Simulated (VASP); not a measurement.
# Ti (Fm-3m) in VASP: single point with PBEsol

Aim: the single point of Ti with PBEsol.

All numbers are computed with VASP 6.6.1; they aren't measurements. Logs are shortened: lines on timing, memory, paths and dates and some standing lists are left out, and cuts for length are marked.

## Step 1: The cell of the first run

Symmetry: Fm-3m, No. 225, cubic system. The conventional cell has a = 4.060 Å, b = 4.060 Å, c = 4.060 Å, α = 90.00°, β = 90.00°, γ = 90.00°. Ti (site symmetry m-3m) has 12 Ti at 2.87 Å within 3.8 Å.

## Step 2: Single point, PBEsol

INCAR reads:

```
SYSTEM = Ti
PREC = Accurate ; ENCUT = 500
EDIFF = 1E-6 ; ISMEAR = -1
SIGMA = 0.3 ; LREAL = .FALSE.
LASPH = .TRUE. ; NELM = 120
ALGO = Normal ; ISIF = 2
LWAVE = .FALSE. ; LCHARG = .TRUE.
GGA = PS ; LELF = .TRUE.
LVHAR = .TRUE. ; NBANDS = 12
GGA_COMPAT = .FALSE.
```

KPOINTS reads:

```
regular mesh
0
G
  8 8 8
  0 0 0
```

POSCAR reads:

```
Ti
1.0
    0.0000000000      2.0300000000      2.0300000000
    2.0300000000      0.0000000000      2.0300000000
    2.0300000000      2.0300000000      0.0000000000
Ti
1
Direct
    0.0000000000      0.0000000000      0.0000000000
```

Potentials or basis: VASP PAW PBE potentials, release 64 (Ti_sv).

Run with:

```
> cat potpaw_PBE.64/Ti_sv/POTCAR > POTCAR
> mpirun -np 1 vasp_std > vasp.out
```

OUTCAR:

```text
SYSTEM = Ti
   PREC = Accurate
   ENCUT = 500
   EDIFF = 1E-6
   ISMEAR = -1
   LREAL = .FALSE.
   LASPH = .TRUE.
   NELM = 120
   ISIF = 2
   GGA = PS

 ion  position               nearest neighbor table
   1  0.000  0.000  0.000-

  LATTYP: Found a face centered cubic cell.
 ALAT       =     4.0600000000

  Lattice vectors:

 A1 = (   0.0000000000,   2.0300000000,   2.0300000000)
 A2 = (   2.0300000000,   0.0000000000,   2.0300000000)
 A3 = (   2.0300000000,   2.0300000000,   0.0000000000)

Analysis of symmetry for initial positions (statically):
=====================================================================
 Subroutine PRICEL returns:
 Original cell was already a primitive cell.

 Routine SETGRP: Setting up the symmetry group for a
 face centered cubic supercell.

 Subroutine GETGRP returns: Found 48 space group operations
 (whereof 48 operations were pure point group operations)
 out of a pool of 48 trial point group operations.

The static configuration has the point symmetry O_h .

Analysis of symmetry for dynamics (positions and initial velocities):
=====================================================================
 Subroutine PRICEL returns:
 Original cell was already a primitive cell.

 Routine SETGRP: Setting up the symmetry group for a
 face centered cubic supercell.

 Subroutine GETGRP returns: Found 48 space group operations
 (whereof 48 operations were pure point group operations)
 out of a pool of 48 trial point group operations.

The dynamic configuration has the point symmetry O_h .

 Subroutine INISYM returns: Found 48 space group operations
 (whereof 48 operations are pure point group operations),
 and found     1 'primitive' translations

----------------------------------------------------------------------------------------

                                     Primitive cell

  volume of cell :      16.7309

  direct lattice vectors                    reciprocal lattice vectors
     0.000000000  2.030000000  2.030000000    -0.246305419  0.246305419  0.246305419
     2.030000000  0.000000000  2.030000000     0.246305419 -0.246305419  0.246305419
     2.030000000  2.030000000  0.000000000     0.246305419  0.246305419 -0.246305419

  length of vectors
     2.870853532  2.870853532  2.870853532     0.426613499  0.426613499  0.426613499

  position of ions in fractional coordinates (direct lattice)
     0.000000000  0.000000000  0.000000000

  ion indices of the primitive-cell ions
   primitive index   ion index
                 1           1

----------------------------------------------------------------------------------------

 KPOINTS: regular mesh

Automatic generation of k-mesh.
 Grid dimensions read from file:
 generate k-points for:    8    8    8

 Generating k-lattice:

  Cartesian coordinates                     Fractional coordinates (reciprocal lattice)
    -0.030788177  0.030788177  0.030788177     0.125000000  0.000000000  0.000000000
     0.030788177 -0.030788177  0.030788177     0.000000000  0.125000000  0.000000000
     0.030788177  0.030788177 -0.030788177     0.000000000  0.000000000  0.125000000

  Length of vectors
     0.053326687  0.053326687  0.053326687

  Shift w.r.t. Gamma in fractional coordinates (k-lattice)
     0.000000000  0.000000000  0.000000000

 Subroutine IBZKPT returns following result:
 ===========================================

 Found     29 irreducible k-points:

 Following reciprocal coordinates:
            Coordinates               Weight
  0.000000  0.000000  0.000000      1.000000
  0.125000  0.000000  0.000000      8.000000
  0.250000  0.000000  0.000000      8.000000
  0.375000  0.000000  0.000000      8.000000
  0.500000  0.000000  0.000000      4.000000
  0.125000  0.125000  0.000000      6.000000
[... 16 lines left out ...]
  0.500000  0.250000  0.125000     48.000000
 -0.375000  0.250000  0.125000     24.000000
 [... further k-points ...]
   k-points           NKPTS =     29   k-points in BZ     NKDIM =     29   number of bands    NBANDS=     12
   number of dos      NEDOS =    301   number of ions     NIONS =      1
   total plane-waves  NPLWV =  13824
   dimension x,y,z NGX =    24 NGY =   24 NGZ =   24
   dimension x,y,z NGXF=    48 NGYF=   48 NGZF=   48
   ions per type =               1
   NGX,Y,Z   is equivalent  to a cutoff of  13.90, 13.90, 13.90 a.u.
   NGXF,Y,Z  is equivalent  to a cutoff of  27.80, 27.80, 27.80 a.u.
 SYSTEM =  Ti
   PREC   = accura    normal or accurate (medium, high low for compatibility)
   ISTART =      0    job   : 0-new  1-cont  2-samecut
   ICHARG =      2    charge: 1-file 2-atom 10-const
   ISPIN  =      1    spin polarized calculation?
   LNONCOLLINEAR =      F non collinear calculations
   LSORBIT =      F    spin-orbit coupling
   LASPH  =      T    aspherical Exc in radial PAW
   ENCUT  =  500.0 eV  36.75 Ry    6.06 a.u.   5.23  5.23  5.23*2*pi/ulx,y,z
   NELM   =    120;   NELMIN=  2; NELMDL= -5     # of ELM steps
   EDIFF  = 0.1E-05   stopping-criterion for ELM
   LREAL  =      F    real-space projection
   EDIFFG = 0.1E-04   stopping-criterion for IOM
   NSW    =      0    number of steps for IOM
   IBRION =     -1    ionic relax: 0-MD 1-quasi-New 2-CG
   NFREE  =      0    steps in history (QN), initial steepest desc. (CG)
   ISIF   =      2    stress and relaxation
   ISYM   =      2    0-nonsym 1-usesym 2-fastsym
   POTIM  = 0.5000    time-step for ionic-motion
   TEBEG  =    0.0;   TEEND  =   0.0 temperature during run
   PSTRESS=    0.0 pullay stress
   NELECT =      12.0000    total number of electrons
   NUPDOWN=      -1.0000    fix difference up-down
   EMIN   =  10.00;   EMAX   =-10.00  energy-range for DOS
   EFERMI =   0.00;   METHOD = LEGACY
   ISMEAR =    -1;   SIGMA  =   0.30  broadening in eV -4-tet -1-fermi 0-gaus
   EFERMI_NEDOS =   21; number of points for ismear=-14 and -15
   IALGO  =     38    algorithm
   IMIX   =      4    mixing-type and parameters
     AMIX     =   0.40;   BMIX     =  1.00
     AMIX_MAG =   1.60;   BMIX_MAG =  1.00
  volume/ion in A,a.u.               =      16.73       112.91
  Fermi-wavevector in a.u.,A,eV,Ry     =   1.465421  2.769245 29.217967  2.147460
  Thomas-Fermi vector in A             =   2.581280
   LORBIT       =      0    0 simple, 1 ext, 2 COOP (PROOUT), +10 PAW based schemes
   GGA     = PS    functional components
   LHFCALC =     F    Hartree Fock is set to
   AEXX    =    0.0000 exact exchange contribution
   IVDW    =     0    specifies the selected vdW correction
   LEPSILON=     F    determine dielectric tensor
   LRPA    =     F    only Hartree local field effects (RPA)
 non-spin polarized calculation
  energy-cutoff  :      500.00
  volume of cell :       16.73
 maximum number of plane-waves:       444
 NGX is ok and might be reduce to    24
   NGX = 11   NGY = 11   NGZ = 11

 number of electron      12.0000002 magnetization

 Free energy of the ion-electron system (eV)
  ---------------------------------------------------
  ext. energy  EPLUGINS =         0.00000000
  ---------------------------------------------------
  free energy    TOTEN  =        -8.52000273 eV

  energy without entropy =       -8.05662537  energy(sigma->0) =       -8.28831405

 E-fermi :   8.5010     XC(G=0): -11.8107

 val. band max:        8.4804943802   @ k =  -0.2500   0.2500   0.0000
 cond. band min:       8.5962842228   @ k =   0.2500   0.0000   0.0000
 fundamental gap:      0.1157898426
 Fermi energy:         8.5009906988

 k-point     1 :       0.0000    0.0000    0.0000
  band No.  band energies     occupation
      1     -47.8626      2.00000
      2     -23.7725      2.00000
      3     -23.7725      2.00000
      4     -23.7725      2.00000
      5       2.3089      2.00000
      6       9.4304      0.08636
      7       9.4304      0.08636
      8       9.4304      0.08636
      9      11.1456      0.00030
     10      11.1456      0.00030
     11      23.9697      0.00000
     12      28.5831      0.00000

 k-point     2 :       0.1250    0.0000    0.0000
  band No.  band energies     occupation
      1     -47.8416      2.00000
      2     -23.8891      2.00000
      3     -23.7870      2.00000
      4     -23.7870      2.00000
      5       2.8226      2.00000
      6       9.1264      0.22122
      7       9.5988      0.05020
      8       9.5988      0.05020
      9      11.0489      0.00041
     10      11.0489      0.00041
     11      24.2752      0.00000
     12      25.9069      0.00000

 k-point     3 :       0.2500    0.0000    0.0000
  band No.  band energies     occupation
      1     -47.7904      2.00000
      2     -24.1646      2.00000
      3     -23.8217      2.00000
      4     -23.8217      2.00000
      5       4.1502      2.00000
      6       8.5963      0.84250
      7       9.6952      0.03666
      8       9.6952      0.03666
      9      11.2256      0.00023
     10      11.2256      0.00023
     11      21.8469      0.00000
     12      24.7749      0.00000
[... 286 lines left out ...]
 k-point    23 :       0.5000    0.2500    0.1250
  band No.  band energies     occupation
      1     -47.7107      2.00000
      2     -24.3717      2.00000
      3     -24.0449      2.00000
      4     -23.9102      2.00000
      5       6.4203      1.99806
      6       7.8818      1.77472
      7       8.6335      0.78262
      8      10.3441      0.00428
      9      11.6695      0.00005
     10      13.3406      0.00000
     11      19.0422      0.00000
     12      22.2651      0.00000

 k-point    24 :      -0.3750    0.2500    0.1250
  band No.  band energies     occupation
      1     -47.6933      2.00000
      2     -24.4326      2.00000
      3     -24.0713      2.00000
      4     -23.9334      2.00000
      5       6.8865      1.99084
      6       7.7114      1.86577
      7       8.7988      0.54071
      8      10.1674      0.00771
      9      12.1385      0.00001
     10      14.3721      0.00000
     11      16.9039      0.00000
     12      22.4461      0.00000

 [... further k-points ...]

------------------------ aborting loop because EDIFF is reached ----------------------------------------

  FORCE on cell =-STRESS in cart. coord.  units (eV):
  Direction    XX          YY          ZZ          XY          YZ          ZX
  --------------------------------------------------------------------------------------
  -------------------------------------------------------------------------------------
  Total        0.1938652      0.1938652      0.1938652     -0.0000000     -0.0000000      0.0000000
  in kB       18.5648851     18.5648851     18.5648851     -0.0000000     -0.0000000      0.0000000
  external PRESSURE =      18.5648851 kB  Pullay stress =       0.0000000 kB

 VOLUME and BASIS-vectors are now :
 -----------------------------------------------------------------------------
  energy-cutoff  :      500.00
  volume of cell :       16.73
      direct lattice vectors                 reciprocal lattice vectors
     0.000000000  2.030000000  2.030000000    -0.246305419  0.246305419  0.246305419
     2.030000000  0.000000000  2.030000000     0.246305419 -0.246305419  0.246305419
     2.030000000  2.030000000  0.000000000     0.246305419  0.246305419 -0.246305419

 POSITION                                       TOTAL-FORCE (eV/Angst)
 -----------------------------------------------------------------------------------
      0.00000      0.00000      0.00000        -0.000000     -0.000000      0.000000
 -----------------------------------------------------------------------------------
    total drift:                                0.000000      0.000000      0.000000

  FREE ENERGIE OF THE ION-ELECTRON SYSTEM (eV)
  ---------------------------------------------------
  free  energy   TOTEN  =        -8.5200027326 eV

  energy  without entropy=       -8.0566253660  energy(sigma->0) =       -8.28831405
```

Wall time 14 s (1 thread of Intel Xeon 8259CL, shared host); peak memory 0.13 GiB.

What came out:

* Free energy: -8.5200 eV
* Pressure: 1.9 GPa
* Band gap on the k mesh: zero (band 6 reaches 9.43 eV, above the bottom of band 7 at 8.13 eV)

Levels at points of the mesh, in eV from the Fermi level:
| k point | band 2 | band 3 | band 4 | band 5 | band 6 | band 7 | band 8 | band 9 | band 10 | band 11 |
| --- | --- | --- | --- | --- | --- | --- | --- | --- | --- | --- |
| (0.00, 0.00, 0.00) | -32.27 | -32.27 | -32.27 | -6.19 | 0.93 | 0.93 | 0.93 | 2.64 | 2.64 | 15.47 |
| (0.50, 0.00, 0.00) | -33.04 | -32.37 | -32.37 | -2.67 | 0.74 | 0.80 | 0.80 | 3.80 | 3.80 | 8.60 |
| (0.50, 0.50, 0.00) | -32.99 | -32.54 | -32.54 | -2.71 | -1.80 | 3.01 | 3.78 | 4.10 | 4.10 | 11.02 |

Caveat: the PAW data sets were made with another functional, which shifts forces and pressure a little.
